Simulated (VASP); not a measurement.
Input of a VASP 6.6.1 run:

INCAR

```
PREC     = Accurate       # precision mode
ENCUT    = 520            # plane-wave cutoff, eV
EDIFF    = 1E-6           # SCF threshold, eV
ISMEAR   = 0              # smearing method
SIGMA    = 0.1            # smearing width, eV
LREAL    = F              # projectors in reciprocal space
LASPH    = T              # aspherical terms in the spheres
NELM     = 80             # most SCF steps
ALGO     = Normal         # electronic algorithm
ISIF     = 2              # what is computed and relaxed
LWAVE    = F              # write WAVECAR
LCHARG   = F              # write CHGCAR
LDIPOL   = T            
IDIPOL   = 3            
DIPOL    = 0.5 0.5 0.500
GGA      = PE             # functional
IVDW     = 12             # dispersion correction
NBANDS   = 26             # bands
```

KPOINTS

```
regular mesh
0
Gamma
  12 12 1
```

Contents of POSCAR:

```
C
1.0
    2.4652678563      0.0000000000      0.0000000000
   -1.2326339282      2.1349845907      0.0000000000
    0.0000000000      0.0000000000     61.4401690593
C
8
Direct
    0.0000000000      0.0000000000      0.1383459735
    0.6666666667      0.3333333333      0.1383539356
    0.0000000000      0.0000000000      0.4722948460
    0.3333333333      0.6666666667      0.4722868839
    0.0000000000      0.0000000000      0.5277051540
    0.6666666667      0.3333333333      0.5277131161
    0.3333333333      0.6666666667      0.8616460644
    0.0000000000      0.0000000000      0.8616540265
```

Potentials or basis: VASP PAW PBE potentials, release 64 (C).

Command:

```console
$ cat potpaw_PBE.64/C/POTCAR > POTCAR
$ mpirun -np 1 vasp_std > vasp.out
```

Q: Estimate the dispersion energy per atom.

A: -0.104 eV.

Q: What does it give for the band gap on the k mesh?

A: Zero (filled and empty bands touch).

Forces in eV/Å, atoms in the order of the input:
```
C    0.000  0.000  0.008
C    0.000  0.000 -0.008
C    0.000  0.000  0.007
C    0.000  0.000  0.000
C    0.000  0.000 -0.007
C    0.000  0.000  0.000
C    0.000  0.000  0.008
C    0.000  0.000 -0.008
```
